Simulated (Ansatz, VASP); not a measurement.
## YCrC4N4: VASP beside Ansatz

```
Y Cr C N
1.0
     6.14070    0.00000    0.00000
     0.00000    6.14070    0.00000
     0.00000    0.00000    6.14070
Y Cr C N
1 1 4 4
Cartesian
  3.0703 3.0703 3.0703
  0.0000 0.0000 0.0000
  1.1189 1.1189 1.1189
  1.1189 5.0218 5.0218
  5.0218 1.1189 5.0218
  5.0218 5.0218 1.1189
  1.7944 1.7944 1.7944
  1.7944 4.3463 4.3463
  4.3463 1.7944 4.3463
  4.3463 4.3463 1.7944
```

Alike in both runs: task single point; functional PBE; k mesh 4 × 4 × 4; occupations gaussian, width 0.1 eV; collinear spin.

|  | VASP | Ansatz |
| --- | --- | --- |
| version | VASP 6.6.1 | Ansatz 0.2.0 |
| potentials or method | VASP PAW PBE potentials, release 64 (Y_sv, Cr_pv, C, N), cutoff 520 eV | scalar-relativistic, plane waves, PAW |
| valence electrons in the cell | 59 | 61 |

Ansatz gave:

- gap on the k mesh at the Fermi level (eV): 0.62
- least direct gap on the mesh (eV): 0.62
- pressure (GPa): 4.7
- rms of the force components (eV/Å): 0.502
- net moment per atom (μB): 0.50
- size of the moment on the site where the two differ most (μB): 2.49

Which values does VASP return?

gap on the k mesh at the Fermi level (eV): 0.62; least direct gap on the mesh (eV): 0.63; pressure (GPa): 5.1; rms of the force components (eV/Å): 0.688; net moment per atom (μB): 0.50; size of the moment on the site where the two differ most (μB): 3.19.

Site moments also hang on the region over which each program counts them. Atom by atom the forces differ by 0.193 eV/Å (rms over components). VASP's potentials hold 59 valence electrons a cell and Ansatz's 61, so a difference there can come from the potentials and not from the codes.

Noted on VASP's run: the standard files for N, O and F lose accuracy on very short bonds.
